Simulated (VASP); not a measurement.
Runs of VASP 6.6.1 on BN. The structure is that of space group Cm (No. 8), or close to it. The cells are those of the table. 

```tsv
cell	gap on the mesh (eV)	pressure (GPa)	largest force (eV/Å)
a = 2.541, b = 2.541, c = 12.869 Å, angles 80.1, 80.1, 60.0°, 12 atoms	2.67	0.4	1.39
a = 2.541, b = 2.541, c = 13.035 Å, angles 77.3, 77.3, 60.0°, 12 atoms	2.43	0.1	(a)
a = 2.541, b = 2.541, c = 12.743 Å, angles 82.8, 82.8, 60.0°, 12 atoms	2.31	3.3	(b)
a = 2.541, b = 2.541, c = 12.658 Å, angles 85.7, 85.7, 60.0°, 12 atoms	2.61	2.9	4.77
a = 2.541, b = 2.541, c = 12.615 Å, angles 88.6, 88.6, 60.0°, 12 atoms	4.92	0.3	2.05
```

Alike in all rows: task single point; level PBEsol; potentials or basis VASP PAW PBE potentials, release 64 (B, N); no spin polarisation; k mesh 10 × 10 × 2; cutoff (eV) 600; smearing gaussian 0.05 eV.

**Question.** Fill in the values left out.

**Answer.** (a) 2.36; (b) 3.95.

Caveats: the PAW data sets were made with another functional, which shifts forces and pressure a little.

A k mesh can miss the band edges.
